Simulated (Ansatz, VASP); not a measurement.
**TaN in VASP and in Ansatz**

INCAR

```
  PREC = Accurate
  ENCUT = 520
  EDIFF = 1E-7
  ISMEAR = 0
  SIGMA = 0.15
  LREAL = False
  LASPH = True
  NELM = 100
  ALGO = Normal
  ISIF = 2
  LWAVE = False
  LCHARG = False
  GGA = PS
  NBANDS = 15
```

Contents of KPOINTS:

```
Automatic mesh
0
Gamma
  21 21 18
```

File POSCAR:

```
TaN
1.0
    3.0403291079      0.0000000000      0.0000000000
   -1.5201645539      2.6330022433      0.0000000000
    0.0000000000      0.0000000000      2.8676384146
Ta N
1 1
Direct
    0.3333333333      0.6666666667      0.5000000000
    0.0000000000      0.0000000000      0.0000000000
```

Input for Ansatz:

```yaml
crystal:
  lattice:
    - [3.0403291079, 0.0, 0.0]
    - [-1.5201645539, 2.6330022433, 0.0]
    - [0.0, 0.0, 2.8676384146]
  atoms:
    - { symbol: Ta, position: [0.3333333333, 0.6666666667, 0.5] }
    - { symbol: "N", position: [0.0, 0.0, 0.0] }
basis:
  ecutwfc: 520.0
kpoints:
  mp_grid: { grid: [21, 21, 18] }
hamiltonian:
  xc: pbesol
scf:
  occupations: { method: gaussian, width: 0.15 }
output:
  forces: true
  stress: true
  eigenvalues: true
```

Alike in both runs: task single point; functional PBEsol; k mesh 21 × 21 × 18; occupations gaussian, width 0.15 eV; no spin polarisation.

```csv
,VASP,Ansatz
version,VASP 6.6.1,Ansatz 0.2.0
potentials or method,"VASP PAW PBE potentials, release 64 (Ta_pv, N), cutoff 520 eV","scalar-relativistic, plane waves, PAW"
valence electrons in the cell,16,18
```

Ansatz gave:

* gap on the k mesh at the Fermi level (eV): none
* pressure (GPa): -22.4
* traceless stress, the component that is largest in VASP (GPa): 13.28

Q: What did VASP give for the same quantities?

A: gap on the k mesh at the Fermi level (eV): none; pressure (GPa): -21.9; traceless stress, the component that is largest in VASP (GPa): 13.38.

VASP's potentials were made for PBE, not for PBEsol. A gap of «none» marks a metal or a gap that the smearing closes. With one functional, cell and mesh, what is left measures potentials, basis and numerics. VASP's potentials hold 16 valence electrons a cell and Ansatz's 18, so a difference there can come from the potentials and not from the codes.

Neither program's run includes spin-orbit coupling.
